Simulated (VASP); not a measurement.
Crystal: Mo.

```
Mo
1.0
    -1.57339    1.57339    1.57339
     1.57339   -1.57339    1.57339
     1.57339    1.57339   -1.57339
Mo
1
Direct
  0.00000 0.00000 0.00000
```

| Item | Value |
| --- | --- |
| Program | VASP 6.6.1 |
| Task | relaxation of cell and atoms |
| Functional | PBEsol |
| Potentials or basis | VASP PAW PBE potentials, release 64 (Mo_sv) |
| Cutoff | 600 eV |
| k mesh | 19 × 19 × 19 |
| Occupations | fermi-dirac, width 0.08 eV |
| Spin | no spin polarisation |

At the start: pressure -4.0 GPa; volume 15.58 Å³/atom.

Problem. Where does the relaxation end?

Solution. Over 4 steps the energy falls by 3.0 meV/atom and the volume is 15.35 Å³/atom (-1.5 %); space group Im-3m (No. 229, to 0.1 Å) before and after.

The path:
| step | energy change (eV) | largest force (eV/Å) | pressure (GPa) | volume (Å³) |
| --- | --- | --- | --- | --- |
| 1 | 0.0000 | 0.0000 | -4.05 | 15.58 |
| 2 | 0.0221 | 0.0000 | 13.06 | 14.71 |
| 3 | -0.0030 | 0.0000 | -0.08 | 15.35 |
| 4 | -0.0030 | 0.0000 | -0.02 | 15.35 |

Final structure:
```
Mo
1.0
    -1.56554    1.56554    1.56554
     1.56554   -1.56554    1.56554
     1.56554    1.56554   -1.56554
Mo
1
Direct
  0.00000 0.00000 0.00000
```

Caveat: the PAW data sets were made with another functional, which shifts forces and pressure a little.
